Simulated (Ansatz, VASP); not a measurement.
# Rh in VASP and in Ansatz

```
Rh
1.0
     0.00000    2.71820    2.71820
     2.71820    0.00000    2.71820
     2.71820    2.71820    0.00000
Rh
2
Direct
  0.12500 0.12500 0.12500
  0.87500 0.87500 0.87500
```

Alike in both runs: functional PBEsol; k mesh 10 × 10 × 10; occupations fermi-dirac, width 0.1 eV; no spin polarisation.

Ansatz relaxed the structure, and its values are those at the end. VASP's run is a single point on that final structure, the one shown.

```csv
,VASP,Ansatz
version,VASP 6.6.1,Ansatz 0.2.0
potentials or method,"VASP PAW PBE potentials, release 64 (Rh_pv), cutoff 520 eV","plane waves (420 eV) with PAW, scalar-relativistic"
valence electrons in the cell,30,34
```

Ansatz gave:

* pressure (GPa): 0.0

Question: What did VASP give for the same quantities?

Answer: Pressure (GPa): 0.1.

VASP's potentials were made for PBE, not for PBEsol, and Ansatz warns of the same on its side. The functional is the same, so the differences come from potentials, cutoffs and numerics. VASP's potentials hold 30 valence electrons a cell and Ansatz's 34, so a difference there can come from the potentials and not from the codes.
